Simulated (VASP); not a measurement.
# Be2Sn (Fm-3m) in VASP: settings compared, part 2 of 3

VASP 6.6.1.

### Step 3. Single point, r2SCAN

Input file POSCAR:

```
Be2Sn
1.0
    0.0000000000      2.9015655565      2.9015655565
    2.9015655565      0.0000000000      2.9015655565
    2.9015655565      2.9015655565      0.0000000000
Sn Be
1 2
Direct
    0.0000000000      0.0000000000      0.0000000000
    0.2500000000      0.2500000000      0.2500000000
    0.7500000000      0.7500000000      0.7500000000
```

Input file INCAR.step1:

```
SYSTEM = Be2Sn
ALGO = Normal ; EDIFF = 1E-4
ENCUT = 520 ; GGA = PE
ISMEAR = -1 ; LASPH = .TRUE.
LCHARG = .FALSE. ; LREAL = .FALSE.
LWAVE = .TRUE. ; NBANDS = 16
NELM = 60 ; PREC = Accurate
SIGMA = 0.02
```

Input file INCAR.step2:

```
SYSTEM = Be2Sn
ALGO = Normal ; EDIFF = 1E-6
ENCUT = 520 ; ISIF = 2
ISMEAR = -1 ; ISTART = 1
LASPH = .TRUE. ; LCHARG = .FALSE.
LMIXTAU = .TRUE. ; LREAL = .FALSE.
LWAVE = .FALSE. ; METAGGA = R2SCAN
NBANDS = 16 ; NELM = 60
PREC = Accurate ; SIGMA = 0.02
```

Input file KPOINTS:

```
k-points
0
G
  6 6 6
  0 0 0
```

Potentials or basis: VASP PAW PBE potentials, release 64 (Sn_d, Be).

On the command line:

```bash
> cat potpaw_PBE.64/Sn_d/POTCAR potpaw_PBE.64/Be/POTCAR > POTCAR
> cp INCAR.step1 INCAR
> mpirun -np 1 vasp_std > vasp.out
> cp INCAR.step2 INCAR
> mpirun -np 1 vasp_std > vasp.out
```

OUTCAR:

```text
SYSTEM = Be2Sn
   EDIFF = 1E-6
   ENCUT = 520
   ISIF = 2
   ISMEAR = -1
   ISTART = 1
   LASPH = .TRUE.
   LREAL = .FALSE.
   METAGGA = R2SCAN
   NELM = 60
   PREC = Accurate

 ion  position               nearest neighbor table
   1  0.000  0.000  0.000-   2 2.51   3 2.51   3 2.51   3 2.51   3 2.51   2 2.51   2 2.51   2 2.51

   2  0.250  0.250  0.250-   1 2.51   1 2.51   1 2.51   1 2.51
   3  0.750  0.750  0.750-   1 2.51   1 2.51   1 2.51   1 2.51

  LATTYP: Found a face centered cubic cell.
 ALAT       =     5.8031311130

  Lattice vectors:

 A1 = (   0.0000000000,   2.9015655565,   2.9015655565)
 A2 = (   2.9015655565,   0.0000000000,   2.9015655565)
 A3 = (   2.9015655565,   2.9015655565,   0.0000000000)

Analysis of symmetry for initial positions (statically):
=====================================================================
 Subroutine PRICEL returns:
 Original cell was already a primitive cell.

 Routine SETGRP: Setting up the symmetry group for a
 face centered cubic supercell.

 Subroutine GETGRP returns: Found 48 space group operations
 (whereof 48 operations were pure point group operations)
 out of a pool of 48 trial point group operations.

The static configuration has the point symmetry O_h .

Analysis of symmetry for dynamics (positions and initial velocities):
=====================================================================
 Subroutine PRICEL returns:
 Original cell was already a primitive cell.

 Routine SETGRP: Setting up the symmetry group for a
 face centered cubic supercell.

 Subroutine GETGRP returns: Found 48 space group operations
 (whereof 48 operations were pure point group operations)
 out of a pool of 48 trial point group operations.

The dynamic configuration has the point symmetry O_h .

 Subroutine INISYM returns: Found 48 space group operations
 (whereof 48 operations are pure point group operations),
 and found     1 'primitive' translations

[... 105 lines left out ...]
   IMIX   =      4    mixing-type and parameters
     AMIX     =   0.40;   BMIX     =  1.00
     AMIX_MAG =   1.60;   BMIX_MAG =  1.00
  volume/ion in A,a.u.               =      16.29       109.90
  Fermi-wavevector in a.u.,A,eV,Ry     =   1.173609  2.217799 18.740081  1.377357
  Thomas-Fermi vector in A             =   2.310019
   LORBIT       =      0    0 simple, 1 ext, 2 COOP (PROOUT), +10 PAW based schemes
   METAGGA = R2SCAN    functional components
   LHFCALC =     F    Hartree Fock is set to
   AEXX    =    0.0000 exact exchange contribution
   IVDW    =     0    specifies the selected vdW correction
   LEPSILON=     F    determine dielectric tensor
   LRPA    =     F    only Hartree local field effects (RPA)
 non-spin polarized calculation
  energy-cutoff  :      520.00
  volume of cell :       48.86
 maximum number of plane-waves:      1363
 NGX is ok and might be reduce to    32
   NGX = 15   NGY = 15   NGZ = 15

 number of electron      17.9999994 magnetization

 Free energy of the ion-electron system (eV)
  ---------------------------------------------------
  ext. energy  EPLUGINS =         0.00000000
  ---------------------------------------------------
  free energy    TOTEN  =       -31.79244169 eV

  energy without entropy =      -31.78984892  energy(sigma->0) =      -31.79114531

 E-fermi :   6.6789     XC(G=0): -10.5495

 val. band max:        6.6721179127   @ k =   0.3333   0.3333   0.0000
 cond. band min:       7.1028345173   @ k =   0.5000   0.3333   0.0000
 fundamental gap:      0.4307166045
 Fermi energy:         6.6788976517

 k-point     1 :       0.0000    0.0000    0.0000
  band No.  band energies     occupation
      1     -15.3507      2.00000
      2     -15.3507      2.00000
      3     -15.3507      2.00000
      4     -15.2439      2.00000
      5     -15.2439      2.00000
      6      -4.9793      2.00000
[... 281 lines left out ...]
      3     -15.3006      2.00000
      4     -15.2570      2.00000
      5     -15.2323      2.00000
      6      -1.6476      2.00000
[... 8 lines left out ...]
     15      15.1712      0.00000
     16      18.6566      0.00000

------------------------ aborting loop because EDIFF is reached ----------------------------------------

  FORCE on cell =-STRESS in cart. coord.  units (eV):
  Direction    XX          YY          ZZ          XY          YZ          ZX
  --------------------------------------------------------------------------------------
  -------------------------------------------------------------------------------------
  Total       -0.0500034     -0.0500034     -0.0500034     -0.0000000     -0.0000000      0.0000000
  in kB       -1.6397710     -1.6397710     -1.6397710     -0.0000000     -0.0000000      0.0000000
  external PRESSURE =      -1.6397710 kB  Pullay stress =       0.0000000 kB

 VOLUME and BASIS-vectors are now :
 -----------------------------------------------------------------------------
  energy-cutoff  :      520.00
  volume of cell :       48.86
      direct lattice vectors                 reciprocal lattice vectors
     0.000000000  2.901565557  2.901565557    -0.172320766  0.172320766  0.172320766
     2.901565557  0.000000000  2.901565557     0.172320766 -0.172320766  0.172320766
     2.901565557  2.901565557  0.000000000     0.172320766  0.172320766 -0.172320766

 POSITION                                       TOTAL-FORCE (eV/Angst)
 -----------------------------------------------------------------------------------
      0.00000      0.00000      0.00000         0.000000     -0.000000     -0.000000
      1.45078      1.45078      1.45078        -0.000000     -0.000000     -0.000000
      4.35235      4.35235      4.35235         0.000000      0.000000      0.000000
 -----------------------------------------------------------------------------------
    total drift:                                0.000000     -0.000000      0.000000

  FREE ENERGIE OF THE ION-ELECTRON SYSTEM (eV)
  ---------------------------------------------------
  free  energy   TOTEN  =       -31.7924416948 eV

  energy  without entropy=      -31.7898489207  energy(sigma->0) =      -31.79114531
```

OUTCAR.step1:

```text
SYSTEM = Be2Sn
   EDIFF = 1E-4
   ENCUT = 520
   GGA = PE
   ISMEAR = -1
   LASPH = .TRUE.
[... 518 lines left out ...]
      0.00000      0.00000      0.00000         0.000000     -0.000000      0.000000
      1.45078      1.45078      1.45078         0.000000      0.000000      0.000000
      4.35235      4.35235      4.35235        -0.000000     -0.000000     -0.000000
 -----------------------------------------------------------------------------------
    total drift:                                0.000000     -0.000000      0.000000

  FREE ENERGIE OF THE ION-ELECTRON SYSTEM (eV)
  ---------------------------------------------------
  free  energy   TOTEN  =        -9.6919754195 eV

  energy  without entropy=       -9.6893894197  energy(sigma->0) =       -9.69068242
```

Wall time 31 s (1 thread of Intel Xeon Platinum 8375C at 2.90GHz (Ice Lake), shared host); peak memory 0.18 GiB.

Results:

- Free energy: -31.7924 eV
- Pressure: -0.2 GPa
- Band gap on the k mesh: zero (bands 9 and 10 overlap by 1.37 eV)

Caveat: the PAW data sets were made with another functional, which shifts forces and pressure a little; spin-orbit coupling is left out, which moves the levels of the heavy elements.

### Step 4. Single point, PBE, collinear spin, zero start

Input file INCAR:

```
SYSTEM = Be2Sn
ALGO = Normal
EDIFF = 1E-7
ENCUT = 520
GGA = PE
ISIF = 2
ISMEAR = -1
ISPIN = 2
LASPH = .True.
LCHARG = .True.
LELF = .True.
LORBIT = 11
LREAL = .False.
LVHAR = .True.
LWAVE = .False.
MAGMOM = 0 0 0
NBANDS = 20
NELM = 150
PREC = Accurate
SIGMA = 0.02
```

Input file KPOINTS:

```
k-points
0
Gamma
  6 6 6
  0 0 0
```

POSCAR is that of step 3.

On the command line:

```bash
> cat potpaw_PBE.64/Sn_d/POTCAR potpaw_PBE.64/Be/POTCAR > POTCAR
> mpirun -np 1 vasp_std > vasp.out
```

Wall time 21 s (1 thread of Intel Xeon Platinum 8375C at 2.90GHz (Ice Lake), shared host); peak memory 0.21 GiB.

Results (log left out):

* Free energy: -9.6920 eV
* Pressure: 0.3 GPa
* Band gap on the k mesh: zero (filled and empty bands overlap)
* Net moment: 0.00 μB per cell
* Valence electrons inside the program's atomic spheres: Sn 12.63; Be 0.88

Levels at points of the mesh, in eV from the Fermi level:
Spin up:
```tsv
k point	band 5	band 6	band 7	band 8	band 9	band 10	band 11	band 12	band 13	band 14
(0.00, 0.00, 0.00)	-21.28	-11.01	1.00	1.00	1.00	1.24	1.24	1.24	3.91	5.07
(0.50, 0.00, 0.00)	-21.28	-8.91	-6.46	-1.01	-1.01	1.72	1.72	2.01	4.27	8.72
(0.50, 0.50, 0.00)	-21.27	-8.03	-5.89	-3.27	-3.27	-0.26	0.89	6.93	6.93	7.96
```
Spin down:
```csv
k point,band 5,band 6,band 7,band 8,band 9,band 10,band 11,band 12,band 13,band 14
"(0.00, 0.00, 0.00)",-21.28,-11.01,1.00,1.00,1.00,1.24,1.24,1.24,3.91,5.07
"(0.50, 0.00, 0.00)",-21.28,-8.91,-6.46,-1.01,-1.01,1.72,1.72,2.01,4.27,8.72
"(0.50, 0.50, 0.00)",-21.27,-8.03,-5.89,-3.27,-3.27,-0.26,0.89,6.93,6.93,7.96
```

Caveat: spin-orbit coupling is left out, which moves the levels of the heavy elements.

[end of part 2 of 3]
